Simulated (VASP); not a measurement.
Here is a VASP 6.6.1 calculation.

File INCAR:

```
  PREC = Accurate
  ENCUT = 600
  EDIFF = 1E-6
  ISMEAR = 0
  SIGMA = 0.01
  LREAL = False
  LASPH = True
  NELM = 60
  ALGO = Normal
  ISIF = 3
  LWAVE = False
  LCHARG = False
  GGA = PS
  IBRION = 2
  NSW = 100
  EDIFFG = -0.002
  PSTRESS = 10.0
```

The input KPOINTS:

```
Automatic mesh
0
Gamma
  10 10 10
```

Contents of POSCAR:

```
C
1.0
    0.0000000000      1.7769046376      1.7769046376
    1.7769046376      0.0000000000      1.7769046376
    1.7769046376      1.7769046376      0.0000000000
C
2
Direct
    0.5000000000      0.5000000000      0.5000000000
    0.7500000000      0.7500000000      0.7500000000
```

Potentials or basis: VASP PAW PBE potentials, release 64 (C).

The run is started by

```console
$ cat potpaw_PBE.64/C/POTCAR > POTCAR
$ mpirun -np 1 vasp_std > vasp.out
```

Q: Predict the band gap on the k mesh.

A: 4.06 eV, indirect (least direct gap 5.57 eV).

Q: What does it give for the relaxed cell?

A: a = 2.512 Å, b = 2.512 Å, c = 2.512 Å, α = 60.00°, β = 60.00°, γ = 60.00°.

Final structure:
```
C
1.0
     0.00000    1.77617    1.77617
     1.77617    0.00000    1.77617
     1.77617    1.77617    0.00000
C
2
Direct
  0.50000 0.50000 0.50000
  0.75000 0.75000 0.75000
```

Caveat: the cell is relaxed towards a set pressure, so the enthalpy falls and the energy may rise. A k mesh can miss the band edges.
